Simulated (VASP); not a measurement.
MgO: single point with PBEsol

The system is MgO.

```xyz
4
Lattice="3.6171 0.0000 0.0000 -1.8085 3.1325 0.0000 0.0000 0.0000 3.9011" Properties=species:S:1:pos:R:3 pbc="T T T"
Mg    1.8085    1.0947    2.9258
Mg    0.0000    2.0378    0.9753
O     1.8085    1.0070    0.9753
O     0.0000    2.1255    2.9258
```

This cell differs from its parent crystal: mode 5 frozen in at +0.049 Å, strain +e along z and -e/2 along x and y -0.0700.

| Item | Value |
| --- | --- |
| Program | VASP 6.6.1 |
| Task | single point |
| Functional | PBEsol |
| Potentials or basis | VASP PAW PBE potentials, release 64 (Mg, O) |
| Cutoff | 520 eV |
| k mesh | 9 × 9 × 6 |
| Occupations | gaussian, width 0.05 eV |
| Spin | no spin polarisation |

| Quantity | Value |
| --- | --- |
| Pressure | 4.1 GPa |
| Largest force | 0.327 eV/Å |
| Band gap on the k mesh | 3.39 eV, direct |

Forces in eV/Å, atoms in the order of the input:
```
Mg   0.000 -0.327  0.000
Mg   0.000  0.327  0.000
O    0.000  0.250  0.000
O    0.000 -0.250  0.000
```

Stress tensor (GPa, compression positive):
```
-3.86  0.00  0.00
 0.00 -4.28  0.00
 0.00  0.00 20.34
```

Levels at points of the mesh, in eV from the valence-band top:
| k point | band 5 | band 6 | band 7 | band 8 | band 9 | band 10 | band 11 | band 12 |
| --- | --- | --- | --- | --- | --- | --- | --- | --- |
| (0.00, 0.00, 0.00) | -1.73 | -0.64 | -0.43 | 0.00 | 3.39 | 9.99 | 11.69 | 12.19 |
| (0.00, 0.00, 0.50) | -1.20 | -1.20 | -1.15 | -1.15 | 6.54 | 6.54 | 12.23 | 12.23 |

Wall time 24 s on 1 thread of Intel(R) Xeon(R) 6975P-C (Granite Rapids), on a shared host, peak memory 0.19 GiB.

Caveat: the cell differs from its parent crystal (mode 5 frozen in at +0.049 Å, strain +e along z and -e/2 along x and y -0.0700); the PAW data sets were made with another functional, which shifts forces and pressure a little.
